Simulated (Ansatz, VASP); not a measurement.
One calculation of WS2, two programs

File INCAR:

```
  ALGO = Normal
  EDIFF = 1E-6
  ENCUT = 520
  GGA = PS
  ISIF = 2
  ISMEAR = 0
  IVDW = 12
  LASPH = True
  LCHARG = False
  LREAL = False
  LWAVE = False
  NBANDS = 20
  NELM = 60
  PREC = Accurate
  SIGMA = 0.05
```

Contents of KPOINTS:

```
k-points
0
Gamma
  12 12 12
```

File POSCAR:

```
WS2
1.0
    1.6579504035      0.9572181118      5.8551635000
   -1.6579504035      0.9572181118      5.8551635000
    0.0000000000     -1.9144362235      5.8551635000
W S
1 2
Direct
    0.0000000000      0.0000000000      0.0000000000
    0.7503000000      0.7503000000      0.7503000000
    0.5810000000      0.5810000000      0.5810000000
```

Input for Ansatz:

```yaml
crystal:
  lattice:
    - [1.6579504035, 0.9572181118, 5.8551635]
    - [-1.6579504035, 0.9572181118, 5.8551635]
    - [0.0, -1.9144362235, 5.8551635]
  atoms:
    - { symbol: W, position: [0.0, 0.0, 0.0] }
    - { symbol: S, position: [0.7503, 0.7503, 0.7503] }
    - { symbol: S, position: [0.581, 0.581, 0.581] }
basis:
  ecutwfc: 420
kpoints:
  mp_grid: { grid: [12, 12, 12] }
hamiltonian:
  xc: pbesol
  dispersion: d3bj
scf:
  occupations: { method: gaussian, width: 0.05 }
output:
  forces: true
  stress: true
  eigenvalues: true
  write_density: true
  write_potential: true
  elf: true
  volumetric_format: npy
```

Change from the starting cell: strain +0.050 along x and y, -0.050 along z, atoms carried along.

Alike in both runs: task single point; functional PBEsol; dispersion D3(BJ); k mesh 12 × 12 × 12; occupations gaussian, width 0.05 eV; no spin polarisation.

|  | VASP | Ansatz |
| --- | --- | --- |
| version | VASP 6.6.1 | Ansatz 0.2.0 |
| potentials or method | VASP PAW PBE potentials, release 64 (W_sv, S), cutoff 520 eV | scalar-relativistic, plane waves, PAW |
| valence electrons in the cell | 26 | 26 |

|  | VASP | Ansatz | Ansatz less VASP |
| --- | --- | --- | --- |
| gap on the k mesh at the Fermi level (eV) | none | none | - |
| pressure (GPa) | -9.7 | -9.8 | -0.09 |
| traceless stress, the component that is largest in VASP (GPa) | 10.99 | 10.94 | -0.049 |
| rms of the force components (eV/Å) | 0.292 | 0.285 | -0.0067 |

VASP's potentials were made for PBE, not for PBEsol. Atom by atom the forces differ by 0.009 eV/Å (rms over components). A gap of «none» marks a metal or a gap that the smearing closes.

Spin-orbit coupling is off throughout.
